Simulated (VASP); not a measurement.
# SnSe in VASP: single point with LDA

Aim: the single point of SnSe with LDA.

Program: VASP 6.6.1. These are calculated values, not measurements. Logs are shortened: lines on timing, memory, paths and dates and some standing lists are left out, and cuts for length are marked.

### 1 The cell of the first run

The cell holds a slab with vacuum, 4 atoms: a = 4.285 Å, b = 4.285 Å, c = 10.991 Å, α = 90.00°, β = 90.00°, γ = 90.00°.

### 2 Single point, LDA

File INCAR:

```
PREC = Accurate ; ENCUT = 520
EDIFF = 1E-6 ; ISMEAR = 0
SIGMA = 0.01 ; LREAL = F
LASPH = T ; NELM = 100
ALGO = Normal ; ISIF = 2
LWAVE = F ; LCHARG = F
GGA = CA ; NBANDS = 28
```

File KPOINTS:

```
Automatic mesh
0
Gamma
  6 6 2
```

File POSCAR:

```
SnSe
1.0
    4.2853270000      0.0000000000      0.0000000000
    0.0000000000      4.2853270000      0.0000000000
    0.0000000000      0.0000000000     10.9906920000
Sn Se
2 2
Direct
    0.5000000000      0.0000000000      0.3722290000
    0.0000000000      0.5000000000      0.6277710000
    0.5000000000      0.0000000000      0.6160390000
    0.0000000000      0.5000000000      0.3839610000
```

Potentials or basis: VASP PAW LDA potentials, release 64 (Sn_d, Se).

Command:

```
> cat potpaw_LDA.64/Sn_d/POTCAR potpaw_LDA.64/Se/POTCAR > POTCAR
> mpirun -np 1 vasp_std > vasp.out
```

OUTCAR:

```text
PREC = Accurate
   ENCUT = 520
   EDIFF = 1E-6
   ISMEAR = 0
   LREAL = F
   LASPH = T
   NELM = 100
   ISIF = 2
   GGA = CA

 ion  position               nearest neighbor table
   1  0.500  0.000  0.372-   3 2.68   4 3.03   4 3.03   4 3.03   4 3.03
   2  0.000  0.500  0.628-   4 2.68   3 3.03   3 3.03   3 3.03   3 3.03
   3  0.500  0.000  0.616-   1 2.68   2 3.03   2 3.03   2 3.03   2 3.03
   4  0.000  0.500  0.384-   2 2.68   1 3.03   1 3.03   1 3.03   1 3.03

  LATTYP: Found a simple tetragonal cell.
 ALAT       =     4.2853270000
 C/A-ratio  =     2.5647265658

  Lattice vectors:

 A1 = (   4.2853270000,   0.0000000000,   0.0000000000)
 A2 = (   0.0000000000,   4.2853270000,   0.0000000000)
 A3 = (   0.0000000000,   0.0000000000,  10.9906920000)

Analysis of symmetry for initial positions (statically):
=====================================================================
 Subroutine PRICEL returns:
 Original cell was already a primitive cell.

 Routine SETGRP: Setting up the symmetry group for a
 simple tetragonal supercell.

 Subroutine GETGRP returns: Found 16 space group operations
 (whereof  8 operations were pure point group operations)
 out of a pool of 16 trial point group operations.

The static configuration has the point symmetry D_2d.
 The point group associated with its full space group is D_4h.

Analysis of symmetry for dynamics (positions and initial velocities):
=====================================================================
 Subroutine PRICEL returns:
 Original cell was already a primitive cell.

 Routine SETGRP: Setting up the symmetry group for a
 simple tetragonal supercell.

 Subroutine GETGRP returns: Found 16 space group operations
 (whereof  8 operations were pure point group operations)
 out of a pool of 16 trial point group operations.

The dynamic configuration has the point symmetry D_2d.
 The point group associated with its full space group is D_4h.

 Subroutine INISYM returns: Found 16 space group operations
 (whereof  8 operations are pure point group operations),
 and found     1 'primitive' translations

----------------------------------------------------------------------------------------

                                     Primitive cell

  volume of cell :     201.8334

  direct lattice vectors                    reciprocal lattice vectors
     4.285327000  0.000000000  0.000000000     0.233354421  0.000000000  0.000000000
     0.000000000  4.285327000  0.000000000     0.000000000  0.233354421  0.000000000
     0.000000000  0.000000000 10.990692000     0.000000000  0.000000000  0.090986082

  length of vectors
     4.285327000  4.285327000 10.990692000     0.233354421  0.233354421  0.090986082

  position of ions in fractional coordinates (direct lattice)
     0.500000000  0.000000000  0.372229000
     0.000000000  0.500000000  0.627771000
     0.500000000  0.000000000  0.616039000
     0.000000000  0.500000000  0.383961000

  ion indices of the primitive-cell ions
   primitive index   ion index
                 1           1
                 2           2
                 3           3
                 4           4

----------------------------------------------------------------------------------------

 KPOINTS: Automatic mesh

Automatic generation of k-mesh.
 Grid dimensions read from file:
 generate k-points for:    6    6    2

 Generating k-lattice:

  Cartesian coordinates                     Fractional coordinates (reciprocal lattice)
     0.038892403  0.000000000  0.000000000     0.166666667  0.000000000  0.000000000
     0.000000000  0.038892403  0.000000000     0.000000000  0.166666667  0.000000000
     0.000000000  0.000000000  0.045493041     0.000000000  0.000000000  0.500000000

  Length of vectors
     0.038892403  0.038892403  0.045493041

  Shift w.r.t. Gamma in fractional coordinates (k-lattice)
     0.000000000  0.000000000  0.000000000

 Subroutine IBZKPT returns following result:
 ===========================================

 Found     20 irreducible k-points:

 Following reciprocal coordinates:
            Coordinates               Weight
  0.000000  0.000000  0.000000      1.000000
  0.166667  0.000000  0.000000      4.000000
  0.333333  0.000000  0.000000      4.000000
  0.500000  0.000000  0.000000      2.000000
  0.166667  0.166667  0.000000      4.000000
  0.333333  0.166667  0.000000      8.000000
[... 12 lines left out ...]
  0.500000  0.333333  0.500000      4.000000
  0.500000  0.500000  0.500000      1.000000
   k-points           NKPTS =     20   k-points in BZ     NKDIM =     20   number of bands    NBANDS=     28
   number of dos      NEDOS =    301   number of ions     NIONS =      4
   total plane-waves  NPLWV =  86016
   dimension x,y,z NGX =    32 NGY =   32 NGZ =   84
   dimension x,y,z NGXF=    64 NGYF=   64 NGZF=  168
   ions per type =               2   2
   NGX,Y,Z   is equivalent  to a cutoff of  12.41, 12.41, 12.71 a.u.
   NGXF,Y,Z  is equivalent  to a cutoff of  24.83, 24.83, 25.41 a.u.
 SYSTEM =  unknown system
   PREC   = accura    normal or accurate (medium, high low for compatibility)
   ISTART =      0    job   : 0-new  1-cont  2-samecut
   ICHARG =      2    charge: 1-file 2-atom 10-const
   ISPIN  =      1    spin polarized calculation?
   LNONCOLLINEAR =      F non collinear calculations
   LSORBIT =      F    spin-orbit coupling
   LASPH  =      T    aspherical Exc in radial PAW
   ENCUT  =  520.0 eV  38.22 Ry    6.18 a.u.   7.97  7.97 20.44*2*pi/ulx,y,z
   NELM   =    100;   NELMIN=  2; NELMDL= -5     # of ELM steps
   EDIFF  = 0.1E-05   stopping-criterion for ELM
   LREAL  =      F    real-space projection
   EDIFFG = 0.1E-04   stopping-criterion for IOM
   NSW    =      0    number of steps for IOM
   IBRION =     -1    ionic relax: 0-MD 1-quasi-New 2-CG
   NFREE  =      0    steps in history (QN), initial steepest desc. (CG)
   ISIF   =      2    stress and relaxation
   ISYM   =      2    0-nonsym 1-usesym 2-fastsym
   POTIM  = 0.5000    time-step for ionic-motion
   TEBEG  =    0.0;   TEEND  =   0.0 temperature during run
   PSTRESS=    0.0 pullay stress
   NELECT =      40.0000    total number of electrons
   NUPDOWN=      -1.0000    fix difference up-down
   EMIN   =  10.00;   EMAX   =-10.00  energy-range for DOS
   EFERMI =   0.00;   METHOD = LEGACY
   ISMEAR =     0;   SIGMA  =   0.01  broadening in eV -4-tet -1-fermi 0-gaus
   EFERMI_NEDOS =   21; number of points for ismear=-14 and -15
   IALGO  =     38    algorithm
   IMIX   =      4    mixing-type and parameters
     AMIX     =   0.40;   BMIX     =  1.00
     AMIX_MAG =   1.60;   BMIX_MAG =  1.00
  volume/ion in A,a.u.               =      50.46       340.51
  Fermi-wavevector in a.u.,A,eV,Ry     =   0.954473  1.803693 12.395173  0.911020
  Thomas-Fermi vector in A             =   2.083223
   LORBIT       =      0    0 simple, 1 ext, 2 COOP (PROOUT), +10 PAW based schemes
   GGA     = CA    functional components
   LHFCALC =     F    Hartree Fock is set to
   AEXX    =    0.0000 exact exchange contribution
   IVDW    =     0    specifies the selected vdW correction
   LEPSILON=     F    determine dielectric tensor
   LRPA    =     F    only Hartree local field effects (RPA)
 non-spin polarized calculation
 Gauss-broadening in eV      SIGMA  =   0.01
  energy-cutoff  :      520.00
  volume of cell :      201.83
 maximum number of plane-waves:      5480
 NGX is ok and might be reduce to    32
   NGX = 15   NGY = 15   NGZ = 41

 number of electron      40.0000017 magnetization

 Free energy of the ion-electron system (eV)
  ---------------------------------------------------
  ext. energy  EPLUGINS =         0.00000000
  ---------------------------------------------------
  free energy    TOTEN  =       -18.43194972 eV

  energy without entropy =      -18.43194972  energy(sigma->0) =      -18.43194972

 E-fermi :   0.4674     XC(G=0):  -6.2348

 val. band max:        0.3956791149   @ k =   0.3333   0.0000   0.5000
 cond. band min:       1.8487904343   @ k =   0.3333   0.0000   0.5000
 fundamental gap:      1.4531113194
 Fermi energy:         0.4673881302

 k-point     1 :       0.0000    0.0000    0.0000
  band No.  band energies     occupation
      1     -20.5589      2.00000
      2     -20.5536      2.00000
      3     -20.5533      2.00000
      4     -20.5518      2.00000
      5     -20.5465      2.00000
      6     -20.5233      2.00000
[... 20 lines left out ...]
     27       6.1035      0.00000
     28       6.1161      0.00000

 k-point     2 :       0.1667    0.0000    0.0000
  band No.  band energies     occupation
      1     -20.5565      2.00000
      2     -20.5551      2.00000
      3     -20.5514      2.00000
      4     -20.5492      2.00000
      5     -20.5481      2.00000
      6     -20.5235      2.00000
[... 20 lines left out ...]
     27       5.6964      0.00000
     28       5.7699      0.00000

 k-point     3 :       0.3333    0.0000    0.0000
  band No.  band energies     occupation
      1     -20.5579      2.00000
      2     -20.5546      2.00000
      3     -20.5521      2.00000
      4     -20.5486      2.00000
      5     -20.5386      2.00000
      6     -20.5250      2.00000
[... 20 lines left out ...]
     27       5.4395      0.00000
     28       6.9345      0.00000

 k-point     4 :       0.5000    0.0000    0.0000
  band No.  band energies     occupation
      1     -20.5582      2.00000
      2     -20.5582      2.00000
      3     -20.5487      2.00000
      4     -20.5487      2.00000
      5     -20.5297      2.00000
      6     -20.5297      2.00000
[... 454 lines left out ...]
     27       6.3189      0.00000
     28       6.5338      0.00000

 k-point    19 :       0.5000    0.3333    0.5000
  band No.  band energies     occupation
      1     -20.5714      2.00000
      2     -20.5714      2.00000
      3     -20.5393      2.00000
      4     -20.5393      2.00000
      5     -20.5243      2.00000
      6     -20.5243      2.00000
[... 20 lines left out ...]
     27       6.0962      0.00000
     28       6.0962      0.00000

 k-point    20 :       0.5000    0.5000    0.5000
  band No.  band energies     occupation
      1     -20.5753      2.00000
      2     -20.5753      2.00000
      3     -20.5366      2.00000
      4     -20.5366      2.00000
      5     -20.5217      2.00000
      6     -20.5217      2.00000
[... 20 lines left out ...]
     27       6.8577      0.00000
     28       6.8577      0.00000

------------------------ aborting loop because EDIFF is reached ----------------------------------------

  FORCE on cell =-STRESS in cart. coord.  units (eV):
  Direction    XX          YY          ZZ          XY          YZ          ZX
  --------------------------------------------------------------------------------------
  -------------------------------------------------------------------------------------
  Total       -2.2027280     -2.2027280     -0.7018551      0.0000000      0.0000000      0.0000000
  in kB      -17.4855173    -17.4855173     -5.5714093      0.0000000      0.0000000      0.0000000
  external PRESSURE =     -13.5141480 kB  Pullay stress =       0.0000000 kB

 VOLUME and BASIS-vectors are now :
 -----------------------------------------------------------------------------
  energy-cutoff  :      520.00
  volume of cell :      201.83
      direct lattice vectors                 reciprocal lattice vectors
     4.285327000  0.000000000  0.000000000     0.233354421  0.000000000  0.000000000
     0.000000000  4.285327000  0.000000000     0.000000000  0.233354421  0.000000000
     0.000000000  0.000000000 10.990692000     0.000000000  0.000000000  0.090986082

 POSITION                                       TOTAL-FORCE (eV/Angst)
 -----------------------------------------------------------------------------------
      2.14266      0.00000      4.09105        -0.000000      0.000000      0.219816
      0.00000      2.14266      6.89964        -0.000000      0.000000     -0.219816
      2.14266      0.00000      6.77069        -0.000000      0.000000     -0.021700
      0.00000      2.14266      4.22000         0.000000      0.000000      0.021700
 -----------------------------------------------------------------------------------
    total drift:                                0.000000      0.000000     -0.000000

  FREE ENERGIE OF THE ION-ELECTRON SYSTEM (eV)
  ---------------------------------------------------
  free  energy   TOTEN  =       -18.4319497248 eV

  energy  without entropy=      -18.4319497248  energy(sigma->0) =      -18.43194972
```

Run time: 2.3 min. Hardware: 1 thread of AMD EPYC 7R13 (Zen 3), shared host; peak memory 0.25 GiB.

Results:

```yaml
Free_energy: -18.4319 eV
Largest_force: 0.220 eV/Å
Band_gap_on_the_k_mesh: 1.45 eV, direct
```

Forces on the atoms (eV/Å):
```
Sn   0.000  0.000  0.220
Sn   0.000  0.000 -0.220
Se   0.000  0.000 -0.022
Se   0.000  0.000  0.022
```

Caveat: spin-orbit coupling is left out, which moves the levels of the heavy elements.
